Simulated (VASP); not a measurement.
# ZnS: single point with PBE

ZnS:

```
CELL_PARAMETERS angstrom
3.84616 0.00000 0.00000
-1.92308 3.33087 0.00000
0.00000 0.00000 12.58869
ATOMIC_POSITIONS crystal
Zn 0.66667 0.33333 0.75004
Zn 0.33333 0.66667 0.25004
Zn 0.00000 0.00000 0.50009
Zn 0.00000 0.00000 0.00009
S 0.66667 0.33333 0.93761
S 0.33333 0.66667 0.43761
S 0.00000 0.00000 0.68726
S 0.00000 0.00000 0.18726
```

```
Program             : VASP 6.6.1
Task                : single point
Functional          : PBE
Potentials or basis : VASP PAW PBE potentials, release 64 (Zn, S)
Cutoff              : 520 eV
k mesh              : 12 × 12 × 4
Occupations         : gaussian, width 0.02 eV
Spin                : no spin polarisation
```

- Pressure: 0.2 GPa
- Band gap on the k mesh: 2.05 eV

Levels at points of the mesh, in eV from the valence-band top:
| k point | band 33 | band 34 | band 35 | band 36 | band 37 | band 38 | band 39 | band 40 |
| --- | --- | --- | --- | --- | --- | --- | --- | --- |
| (0.00, 0.00, 0.00) | -0.44 | -0.04 | 0.00 | 0.00 | 2.05 | 3.16 | 3.33 | 3.57 |
| (0.50, 0.00, 0.00) | -1.54 | -1.52 | -1.07 | -0.84 | 3.30 | 3.38 | 3.77 | 4.35 |
| (0.00, 0.00, 0.50) | -0.14 | -0.14 | -0.14 | -0.14 | 2.91 | 2.91 | 3.28 | 3.28 |
| (0.50, 0.00, 0.50) | -1.46 | -1.46 | -1.06 | -1.06 | 3.70 | 3.70 | 4.01 | 4.01 |

Wall time 8.1 min on 1 thread of Intel(R) Xeon(R) 6975P-C (Granite Rapids), on a shared host, peak memory 0.46 GiB.

A k mesh can miss the band edges.
